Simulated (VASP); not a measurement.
# NaLiB2 (P-6m2) in VASP: notebook, part 2 of 2

VASP 6.6.1. The steps go on from the part before.

### Step 4. Single point, PBE

Input file INCAR:

```
SYSTEM = NaLiB2
PREC     = Accurate       ! precision mode
ENCUT    = 520            ! plane-wave cutoff, eV
EDIFF    = 1E-6           ! SCF threshold, eV
ISMEAR   = -1             ! smearing method
SIGMA    = 0.15           ! smearing width, eV
LREAL    = .FALSE.        ! projectors in reciprocal space
LASPH    = .TRUE.         ! aspherical terms in the spheres
NELM     = 100            ! most SCF steps
ALGO     = Normal         ! electronic algorithm
ISIF     = 2              ! what is computed and relaxed
LWAVE    = .FALSE.        ! write WAVECAR
LCHARG   = .FALSE.        ! write CHGCAR
GGA      = PE             ! functional
NBANDS   = 16             ! bands
```

Input file KPOINTS:

```
regular mesh
0
G
  12 12 12
  0 0 0
```

Input file POSCAR:

```
NaLiB2
1.0
    4.4086141800      0.0000000000      0.0000000000
   -2.2043070900      3.8179718754      0.0000000000
    0.0000000000      0.0000000000      3.1562839897
Na Li B
1 1 2
Direct
    0.3333333333      0.6666666667      0.5000000000
    0.0000000000      0.0000000000      0.0000000000
    0.6666666667      0.3333333333      0.0000000000
    0.6666666667      0.3333333333      0.5000000000
```

Potentials or basis: VASP PAW PBE potentials, release 64 (Na_pv, Li_sv, B).

On the command line:

```sh
$ cat potpaw_PBE.64/Na_pv/POTCAR potpaw_PBE.64/Li_sv/POTCAR potpaw_PBE.64/B/POTCAR > POTCAR
$ mpirun -np 1 vasp_std > vasp.out
```

OUTCAR:

```text
SYSTEM = NaLiB2
   PREC = Accurate
   ENCUT = 520
   EDIFF = 1E-6
   ISMEAR = -1
   LREAL = .FALSE.
   LASPH = .TRUE.
   NELM = 100
   ISIF = 2
   GGA = PE

 ion  position               nearest neighbor table
   1  0.333  0.667  0.500-
   2  0.000  0.000  0.000-
   3  0.667  0.333  0.000-   4 1.58   4 1.58
   4  0.667  0.333  0.500-   3 1.58   3 1.58

  LATTYP: Found a hexagonal cell.
 ALAT       =     4.4086141800
 C/A-ratio  =     0.7159356344

  Lattice vectors:

 A1 = (   4.4086141800,   0.0000000000,   0.0000000000)
 A2 = (  -2.2043070900,   3.8179718754,   0.0000000000)
 A3 = (   0.0000000000,   0.0000000000,   3.1562839897)

Analysis of symmetry for initial positions (statically):
=====================================================================
 Subroutine PRICEL returns:
 Original cell was already a primitive cell.

 Routine SETGRP: Setting up the symmetry group for a
 hexagonal supercell.

 Subroutine GETGRP returns: Found 12 space group operations
 (whereof 12 operations were pure point group operations)
 out of a pool of 24 trial point group operations.

The static configuration has the point symmetry D_3h.

Analysis of symmetry for dynamics (positions and initial velocities):
=====================================================================
 Subroutine PRICEL returns:
 Original cell was already a primitive cell.

 Routine SETGRP: Setting up the symmetry group for a
 hexagonal supercell.

 Subroutine GETGRP returns: Found 12 space group operations
 (whereof 12 operations were pure point group operations)
 out of a pool of 24 trial point group operations.

The dynamic configuration has the point symmetry D_3h.

 Subroutine INISYM returns: Found 12 space group operations
 (whereof 12 operations are pure point group operations),
 and found     1 'primitive' translations

----------------------------------------------------------------------------------------

                                     Primitive cell

  volume of cell :      53.1265

  direct lattice vectors                    reciprocal lattice vectors
     4.408614180  0.000000000  0.000000000     0.226828649  0.130959582  0.000000000
    -2.204307090  3.817971875  0.000000000     0.000000000  0.261919164  0.000000000
     0.000000000  0.000000000  3.156283990     0.000000000  0.000000000  0.316828271

  length of vectors
     4.408614180  4.408614180  3.156283990     0.261919164  0.261919164  0.316828271

  position of ions in fractional coordinates (direct lattice)
     0.333333333  0.666666667  0.500000000
     0.000000000  0.000000000  0.000000000
     0.666666667  0.333333333  0.000000000
     0.666666667  0.333333333  0.500000000

  ion indices of the primitive-cell ions
   primitive index   ion index
                 1           1
                 2           2
                 3           3
                 4           4

----------------------------------------------------------------------------------------

 KPOINTS: regular mesh

Automatic generation of k-mesh.
 Grid dimensions read from file:
 generate k-points for:   12   12   12

 Generating k-lattice:

  Cartesian coordinates                     Fractional coordinates (reciprocal lattice)
     0.018902387  0.010913298  0.000000000     0.083333333  0.000000000  0.000000000
     0.000000000  0.021826597  0.000000000     0.000000000  0.083333333  0.000000000
     0.000000000  0.000000000  0.026402356     0.000000000  0.000000000  0.083333333

  Length of vectors
     0.021826597  0.021826597  0.026402356

  Shift w.r.t. Gamma in fractional coordinates (k-lattice)
     0.000000000  0.000000000  0.000000000

 Subroutine IBZKPT returns following result:
 ===========================================

 Found    133 irreducible k-points:

 Following reciprocal coordinates:
            Coordinates               Weight
  0.000000  0.000000  0.000000      1.000000
  0.083333  0.000000  0.000000      6.000000
  0.166667  0.000000  0.000000      6.000000
  0.250000  0.000000  0.000000      6.000000
  0.333333  0.000000  0.000000      6.000000
  0.416667  0.000000  0.000000      6.000000
[... 16 lines left out ...]
  0.250000  0.000000  0.083333     12.000000
  0.333333  0.000000  0.083333     12.000000
 [... further k-points ...]
   k-points           NKPTS =    133   k-points in BZ     NKDIM =    133   number of bands    NBANDS=     16
   number of dos      NEDOS =    301   number of ions     NIONS =      4
   total plane-waves  NPLWV =  31104
   dimension x,y,z NGX =    36 NGY =   36 NGZ =   24
   dimension x,y,z NGXF=    72 NGYF=   72 NGZF=   48
   ions per type =               1   1   2
   NGX,Y,Z   is equivalent  to a cutoff of  13.58, 13.58, 12.64 a.u.
   NGXF,Y,Z  is equivalent  to a cutoff of  27.15, 27.15, 25.28 a.u.
 SYSTEM =  NaLiB2
   PREC   = accura    normal or accurate (medium, high low for compatibility)
   ISTART =      0    job   : 0-new  1-cont  2-samecut
   ICHARG =      2    charge: 1-file 2-atom 10-const
   ISPIN  =      1    spin polarized calculation?
   LNONCOLLINEAR =      F non collinear calculations
   LSORBIT =      F    spin-orbit coupling
   LASPH  =      T    aspherical Exc in radial PAW
   ENCUT  =  520.0 eV  38.22 Ry    6.18 a.u.   8.20  8.20  5.87*2*pi/ulx,y,z
   NELM   =    100;   NELMIN=  2; NELMDL= -5     # of ELM steps
   EDIFF  = 0.1E-05   stopping-criterion for ELM
   LREAL  =      F    real-space projection
   EDIFFG = 0.1E-04   stopping-criterion for IOM
   NSW    =      0    number of steps for IOM
   IBRION =     -1    ionic relax: 0-MD 1-quasi-New 2-CG
   NFREE  =      0    steps in history (QN), initial steepest desc. (CG)
   ISIF   =      2    stress and relaxation
   ISYM   =      2    0-nonsym 1-usesym 2-fastsym
   POTIM  = 0.5000    time-step for ionic-motion
   TEBEG  =    0.0;   TEEND  =   0.0 temperature during run
   PSTRESS=    0.0 pullay stress
   NELECT =      16.0000    total number of electrons
   NUPDOWN=      -1.0000    fix difference up-down
   EMIN   =  10.00;   EMAX   =-10.00  energy-range for DOS
   EFERMI =   0.00;   METHOD = LEGACY
   ISMEAR =    -1;   SIGMA  =   0.15  broadening in eV -4-tet -1-fermi 0-gaus
   EFERMI_NEDOS =   21; number of points for ismear=-14 and -15
   IALGO  =     38    algorithm
   IMIX   =      4    mixing-type and parameters
     AMIX     =   0.40;   BMIX     =  1.00
     AMIX_MAG =   1.60;   BMIX_MAG =  1.00
  volume/ion in A,a.u.               =      13.28        89.63
  Fermi-wavevector in a.u.,A,eV,Ry     =   1.097348  2.073688 16.383775  1.204173
  Thomas-Fermi vector in A             =   2.233707
   LORBIT       =      0    0 simple, 1 ext, 2 COOP (PROOUT), +10 PAW based schemes
   GGA     = PE    functional components
   LHFCALC =     F    Hartree Fock is set to
   AEXX    =    0.0000 exact exchange contribution
   IVDW    =     0    specifies the selected vdW correction
   LEPSILON=     F    determine dielectric tensor
   LRPA    =     F    only Hartree local field effects (RPA)
 non-spin polarized calculation
  energy-cutoff  :      520.00
  volume of cell :       53.13
 maximum number of plane-waves:      1452
 NGX is ok and might be reduce to    36
   NGX = 17   NGY = 17   NGZ = 11

 number of electron      16.0000010 magnetization

 Free energy of the ion-electron system (eV)
  ---------------------------------------------------
  ext. energy  EPLUGINS =         0.00000000
  ---------------------------------------------------
  free energy    TOTEN  =       -16.53391599 eV

  energy without entropy =      -16.49447435  energy(sigma->0) =      -16.51419517

 E-fermi :   2.8100     XC(G=0):  -8.9214

 val. band max:        2.7818611692   @ k =   0.4167   0.1667   0.5000
 cond. band min:       2.8245485161   @ k =   0.1667   0.0833   0.5000
 fundamental gap:      0.0426873468
 Fermi energy:         2.8099861436

 k-point     1 :       0.0000    0.0000    0.0000
  band No.  band energies     occupation
      1     -44.1167      2.00000
      2     -21.4078      2.00000
      3     -21.4045      2.00000
      4     -21.4045      2.00000
      5      -7.2734      2.00000
      6      -0.6432      2.00000
[... 8 lines left out ...]
     15      11.8466      0.00000
     16      12.9648      0.00000
[... 419 lines left out ...]
 k-point    24 :       0.3333    0.0000    0.0833
  band No.  band energies     occupation
      1     -44.1164      2.00000
      2     -21.4142      2.00000
      3     -21.4109      2.00000
      4     -21.4056      2.00000
      5      -6.8633      2.00000
      6      -1.1964      2.00000
[... 8 lines left out ...]
     15      13.0210      0.00000
     16      13.3115      0.00000

 [... further k-points ...]
[... 5 lines left out ...]
  --------------------------------------------------------------------------------------
  -------------------------------------------------------------------------------------
  Total       -0.0000592     -0.0000592     -0.0137847      0.0000000      0.0000000      0.0000000
  in kB       -0.0017851     -0.0017851     -0.4157148      0.0000000      0.0000000      0.0000000
  external PRESSURE =      -0.1397617 kB  Pullay stress =       0.0000000 kB

 VOLUME and BASIS-vectors are now :
 -----------------------------------------------------------------------------
  energy-cutoff  :      520.00
  volume of cell :       53.13
      direct lattice vectors                 reciprocal lattice vectors
     4.408614180  0.000000000  0.000000000     0.226828649  0.130959582  0.000000000
    -2.204307090  3.817971875  0.000000000     0.000000000  0.261919164  0.000000000
     0.000000000  0.000000000  3.156283990     0.000000000  0.000000000  0.316828271

 POSITION                                       TOTAL-FORCE (eV/Angst)
 -----------------------------------------------------------------------------------
     -0.00000      2.54531      1.57814         0.000000      0.000000      0.000000
      0.00000      0.00000      0.00000         0.000000     -0.000000      0.000000
      2.20431      1.27266      0.00000         0.000000     -0.000000      0.000000
      2.20431      1.27266      1.57814        -0.000000     -0.000000      0.000000
 -----------------------------------------------------------------------------------
    total drift:                                0.000000     -0.000000     -0.000000

  FREE ENERGIE OF THE ION-ELECTRON SYSTEM (eV)
  ---------------------------------------------------
  free  energy   TOTEN  =       -16.5339159883 eV

  energy  without entropy=      -16.4944743493  energy(sigma->0) =      -16.51419517
```

Wall time 49 s (1 thread of Intel Xeon Platinum 8488C (Sapphire Rapids), shared host); peak memory 0.24 GiB.

Results:

- Free energy: -16.5339 eV
- Band gap on the k mesh: zero (band 8 reaches 3.78 eV, above the bottom of band 9 at 2.56 eV)

Caveat: the cutoff is under 1.25 times the usual one of these potentials, so pressure, stress and relaxed cells hold a basis-set (Pulay) error.

### Step 5. Single point, PBE

Input file INCAR:

```
ALGO     = Normal         # electronic algorithm
EDIFF    = 1E-6           # SCF threshold, eV
ENCUT    = 520            # plane-wave cutoff, eV
GGA      = PE             # functional
ISIF     = 2              # what is computed and relaxed
ISMEAR   = 0              # smearing method
LASPH    = T              # aspherical terms in the spheres
LCHARG   = F              # write CHGCAR
LREAL    = F              # projectors in reciprocal space
LWAVE    = F              # write WAVECAR
NBANDS   = 16             # bands
NELM     = 100            # most SCF steps
PREC     = Accurate       # precision mode
SIGMA    = 0.1            # smearing width, eV
```

Input file KPOINTS:

```
k-points
0
Gamma
  12 12 12
```

Input file POSCAR:

```
NaLiB2
1.0
    4.4114117574      0.0000000000      0.0000000000
   -2.2057058787      3.8203946485      0.0000000000
    0.0000000000      0.0000000000      3.1545567516
Na Li B
1 1 2
Direct
    0.3333333333      0.6666666667      0.5000000000
    0.0000000000      0.0000000000      0.0000000000
    0.6666666667      0.3333333333      0.0000000000
    0.6666666667      0.3333333333      0.5000000000
```

Potentials or basis: VASP PAW PBE potentials, release 64 (Na_pv, Li_sv, B).

On the command line:

```sh
$ cat potpaw_PBE.64/Na_pv/POTCAR potpaw_PBE.64/Li_sv/POTCAR potpaw_PBE.64/B/POTCAR > POTCAR
$ mpirun -np 1 vasp_std > vasp.out
```

OUTCAR:

```text
EDIFF = 1E-6
   ENCUT = 520
   GGA = PE
   ISIF = 2
   ISMEAR = 0
   LASPH = T
   LREAL = F
   NELM = 100
   PREC = Accurate

 ion  position               nearest neighbor table
   1  0.333  0.667  0.500-
   2  0.000  0.000  0.000-
   3  0.667  0.333  0.000-   4 1.58   4 1.58
   4  0.667  0.333  0.500-   3 1.58   3 1.58

  LATTYP: Found a hexagonal cell.
 ALAT       =     4.4114117574
 C/A-ratio  =     0.7150900721

  Lattice vectors:

 A1 = (   4.4114117574,   0.0000000000,   0.0000000000)
 A2 = (  -2.2057058787,   3.8203946485,   0.0000000000)
 A3 = (   0.0000000000,   0.0000000000,   3.1545567516)

Analysis of symmetry for initial positions (statically):
=====================================================================
 Subroutine PRICEL returns:
 Original cell was already a primitive cell.

 Routine SETGRP: Setting up the symmetry group for a
 hexagonal supercell.

 Subroutine GETGRP returns: Found 12 space group operations
 (whereof 12 operations were pure point group operations)
 out of a pool of 24 trial point group operations.

The static configuration has the point symmetry D_3h.

Analysis of symmetry for dynamics (positions and initial velocities):
=====================================================================
 Subroutine PRICEL returns:
 Original cell was already a primitive cell.

 Routine SETGRP: Setting up the symmetry group for a
 hexagonal supercell.

 Subroutine GETGRP returns: Found 12 space group operations
 (whereof 12 operations were pure point group operations)
 out of a pool of 24 trial point group operations.

The dynamic configuration has the point symmetry D_3h.

 Subroutine INISYM returns: Found 12 space group operations
 (whereof 12 operations are pure point group operations),
[... 117 lines left out ...]
   IALGO  =     38    algorithm
   IMIX   =      4    mixing-type and parameters
     AMIX     =   0.40;   BMIX     =  1.00
     AMIX_MAG =   1.60;   BMIX_MAG =  1.00
  volume/ion in A,a.u.               =      13.29        89.69
  Fermi-wavevector in a.u.,A,eV,Ry     =   1.097085  2.073189 16.375898  1.203595
  Thomas-Fermi vector in A             =   2.233438
   LORBIT       =      0    0 simple, 1 ext, 2 COOP (PROOUT), +10 PAW based schemes
   GGA     = PE    functional components
   LHFCALC =     F    Hartree Fock is set to
   AEXX    =    0.0000 exact exchange contribution
   IVDW    =     0    specifies the selected vdW correction
   LEPSILON=     F    determine dielectric tensor
   LRPA    =     F    only Hartree local field effects (RPA)
 non-spin polarized calculation
 Gauss-broadening in eV      SIGMA  =   0.10
  energy-cutoff  :      520.00
  volume of cell :       53.16
 maximum number of plane-waves:      1452
 NGX is ok and might be reduce to    36
   NGX = 17   NGY = 17   NGZ = 11

 number of electron      16.0000011 magnetization

 Free energy of the ion-electron system (eV)
  ---------------------------------------------------
  ext. energy  EPLUGINS =         0.00000000
  ---------------------------------------------------
  free energy    TOTEN  =       -16.51655989 eV

  energy without entropy =      -16.51439582  energy(sigma->0) =      -16.51547786

 E-fermi :   2.8505     XC(G=0):  -8.9169

 val. band max:        2.8322847042   @ k =   0.3333   0.1667   0.5000
 cond. band min:       2.8607791053   @ k =   0.3333   0.2500   0.5000
 fundamental gap:      0.0284944010
 Fermi energy:         2.8504726363

 k-point     1 :       0.0000    0.0000    0.0000
  band No.  band energies     occupation
      1     -44.1295      2.00000
      2     -21.4181      2.00000
      3     -21.4143      2.00000
      4     -21.4143      2.00000
      5      -7.2698      2.00000
      6      -0.6365      2.00000
[... 433 lines left out ...]
      3     -21.4207      2.00000
      4     -21.4154      2.00000
      5      -6.8604      2.00000
      6      -1.1968      2.00000
[... 8 lines left out ...]
     15      13.0213      0.00000
     16      13.3003      0.00000

 [... further k-points ...]

------------------------ aborting loop because EDIFF is reached ----------------------------------------

  FORCE on cell =-STRESS in cart. coord.  units (eV):
  Direction    XX          YY          ZZ          XY          YZ          ZX
  --------------------------------------------------------------------------------------
  -------------------------------------------------------------------------------------
  Total       -0.0003427     -0.0003427     -0.0148883      0.0000000      0.0000000      0.0000000
  in kB       -0.0103269     -0.0103269     -0.4486754      0.0000000      0.0000000      0.0000000
  external PRESSURE =      -0.1564431 kB  Pullay stress =       0.0000000 kB

 VOLUME and BASIS-vectors are now :
 -----------------------------------------------------------------------------
  energy-cutoff  :      520.00
  volume of cell :       53.16
      direct lattice vectors                 reciprocal lattice vectors
     4.411411757  0.000000000  0.000000000     0.226684802  0.130876531  0.000000000
    -2.205705879  3.820394649  0.000000000     0.000000000  0.261753063  0.000000000
     0.000000000  0.000000000  3.154556752     0.000000000  0.000000000  0.317001747

 POSITION                                       TOTAL-FORCE (eV/Angst)
 -----------------------------------------------------------------------------------
     -0.00000      2.54693      1.57728        -0.000000      0.000000      0.000000
      0.00000      0.00000      0.00000         0.000000      0.000000      0.000000
      2.20571      1.27346      0.00000        -0.000000      0.000000      0.000000
      2.20571      1.27346      1.57728         0.000000      0.000000      0.000000
 -----------------------------------------------------------------------------------
    total drift:                                0.000000     -0.000000     -0.000000

  FREE ENERGIE OF THE ION-ELECTRON SYSTEM (eV)
  ---------------------------------------------------
  free  energy   TOTEN  =       -16.5165598932 eV

  energy  without entropy=      -16.5143958210  energy(sigma->0) =      -16.51547786
```

stdout:

```text
POSCAR found type information on POSCAR NaLiB
 POSCAR found :  3 types and       4 ions
 scaLAPACK will be used
 LDA part: xc-table for (Slater+PW92), standard interpolation
 POSCAR, INCAR and KPOINTS ok, starting setup
 FFT: planning ... GRIDC
 FFT: planning ... GRID_SOFT
 FFT: planning ... GRID
 WAVECAR not read
 entering main loop
```

It took 41 s on 1 thread of Intel Xeon Platinum 8488C (Sapphire Rapids), shared host; peak memory 0.24 GiB.

What came out:

* Free energy: -16.5166 eV
* Band gap on the k mesh: zero (band 8 reaches 3.78 eV, above the bottom of band 9 at 2.57 eV)

Caveat: the cutoff is under 1.25 times the usual one of these potentials, so pressure, stress and relaxed cells hold a basis-set (Pulay) error.

### Step 6. Overview

| task | cell | cutoff (eV) | smearing | gap on the mesh (eV) |
| --- | --- | --- | --- | --- |
| single point | a = 4.409, b = 4.409, c = 3.156 Å, angles 90.0, 90.0, 120.0°, 4 atoms | 520 | fermi-dirac 0.15 eV | none |
| relaxation of cell and atoms | relaxed from a = 4.411, b = 4.411, c = 3.155 Å, angles 90.0, 90.0, 120.0°, 4 atoms | 600 | fermi-dirac 0.15 eV | none |
| single point | a = 4.411, b = 4.411, c = 3.155 Å, angles 90.0, 90.0, 120.0°, 4 atoms | 520 | gaussian 0.1 eV | none |

Alike in all rows: level PBE; potentials or basis VASP PAW PBE potentials, release 64 (Na_pv, Li_sv, B); no spin polarisation; k mesh 12 × 12 × 12.

Caveats: the cutoff is under 1.25 times the usual one of these potentials, so pressure, stress and relaxed cells hold a basis-set (Pulay) error.

Total energies depend on the potentials used, so only differences within one code and one set of settings carry meaning.
